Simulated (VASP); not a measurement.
Input of a VASP 6.6.1 run:

Contents of POSCAR:

```
Te
1.0
    4.4712577270      0.0000000000      0.0000000000
   -2.2356288635      3.8722227785      0.0000000000
    0.0000000000      0.0000000000      5.9487470213
Te
3
Direct
    0.2641920653      0.0000000000      0.3333333333
    0.0000000000      0.2641920653      0.6666666667
    0.7358079347      0.7358079347      0.0000000000
```

File INCAR.step1:

```
PREC     = Accurate       # precision mode
ENCUT    = 520            # plane-wave cutoff, eV
EDIFF    = 1E-5           # SCF threshold, eV
ISMEAR   = 0              # smearing method
SIGMA    = 0.01           # smearing width, eV
LREAL    = False          # projectors in reciprocal space
LASPH    = True           # aspherical terms in the spheres
NELM     = 80             # most SCF steps
ALGO     = Normal         # electronic algorithm
ISIF     = 2              # what is computed and relaxed
LWAVE    = True           # write WAVECAR
GGA      = PE             # functional
NBANDS   = 16             # bands
```

The input INCAR.step2:

```
PREC     = Accurate       # precision mode
ENCUT    = 520            # plane-wave cutoff, eV
EDIFF    = 1E-6           # SCF threshold, eV
ISMEAR   = 0              # smearing method
SIGMA    = 0.01           # smearing width, eV
LREAL    = False          # projectors in reciprocal space
LASPH    = True           # aspherical terms in the spheres
NELM     = 80             # most SCF steps
ALGO     = Normal         # electronic algorithm
ISIF     = 2              # what is computed and relaxed
LWAVE    = False          # write WAVECAR
LCHARG   = True           # write CHGCAR
GGA      = PE             # functional
LHFCALC  = True           # exact exchange
HFSCREEN = 0.2079         # screening, 1/A
PRECFOCK = Normal       
LELF     = True           # ELF
LVHAR    = True         
ISTART   = 1            
NBANDS   = 16             # bands
```

Contents of KPOINTS:

```
Automatic mesh
0
Gamma
  6 6 2
```

Potentials or basis: VASP PAW PBE potentials, release 64 (Te).

Run with:

```bash
$ cat potpaw_PBE.64/Te/POTCAR > POTCAR
$ cp INCAR.step1 INCAR
$ mpirun -np 1 vasp_std > vasp.out
$ cp INCAR.step2 INCAR
$ mpirun -np 1 vasp_std > vasp.out
```

(1) What does it give for the pressure?

(2) Estimate the band gap on the k mesh.

(3) What does it give for the largest force?

Results:

(1) -0.8 GPa.

(2) 0.58 eV.

(3) 0.249 eV/Å.

Caveat: the k points lie up to 0.53 Å⁻¹ apart; the PAW data sets were made with another functional, which shifts forces and pressure a little; spin-orbit coupling is left out, which moves the levels of the heavy elements.
